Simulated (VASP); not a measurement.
Wanted: the native input for a VASP 6.6.1 run.

* Task: relaxation of cell and atoms
* Functional: PBEsol
* Potentials or basis: VASP PAW PBE potentials, release 64 (Ca_sv)
* Cutoff: 600 eV
* k mesh: 12 × 12 × 8
* Occupations: gaussian, width 0.1 eV
* Spin: no spin polarisation
* Dipole correction: no
* Further INCAR settings: ALGO = Normal; EDIFF = 1e-06; IBRION = 2; EDIFFG = -0.005; NSW = 100; ISIF = 3

The structure of Ca lies in POSCAR:

```
Ca
1.0
    3.8536567445      0.0000000000      0.0000000000
   -1.9268283723      3.3373646382      0.0000000000
    0.0000000000      0.0000000000      6.3401854572
Ca
2
Direct
    0.3333333333      0.6666666667      0.2500000000
    0.6666666667      0.3333333333      0.7500000000
```

This isn't the form of Ca at room conditions, which is fcc.

One way to write it, as run:

INCAR

```
SYSTEM = Ca
PREC = Accurate
ENCUT = 600
EDIFF = 1E-6
ISMEAR = 0
SIGMA = 0.1
LREAL = .False.
LASPH = .True.
NELM = 100
ALGO = Normal
ISIF = 3
LWAVE = .False.
LCHARG = .False.
GGA = PS
IBRION = 2
NSW = 100
EDIFFG = -0.005
```

KPOINTS

```
regular mesh
0
Gamma
  12 12 8
  0 0 0
```

Potentials or basis: VASP PAW PBE potentials, release 64 (Ca_sv).

Launch:

```sh
$ cat potpaw_PBE.64/Ca_sv/POTCAR > POTCAR
$ mpirun -np 1 vasp_std > vasp.out
```

It gave:

```
Relaxed volume                        : 40.80 Å³/atom
Relaxed cell                          : a = 3.854 Å, b = 3.854 Å, c = 6.343 Å, α = 90.00°, β = 90.00°, γ = 120.00°
Space group after relaxing (to 0.1 Å) : P6_3/mmc (No. 194)
Energy gained by relaxing             : 0.0 meV/atom
Ionic steps                           : 2
Pressure after relaxing               : 0.0 GPa
Band gap on the k mesh                : zero (bands 10 and 11 overlap by 0.46 eV)
```

Caveat: the PAW data sets were made with another functional, which shifts forces and pressure a little.

Wall time 2.9 min on 1 thread of Intel(R) Xeon(R) 6975P-C (Granite Rapids), on a shared host, peak memory 0.3 GiB.
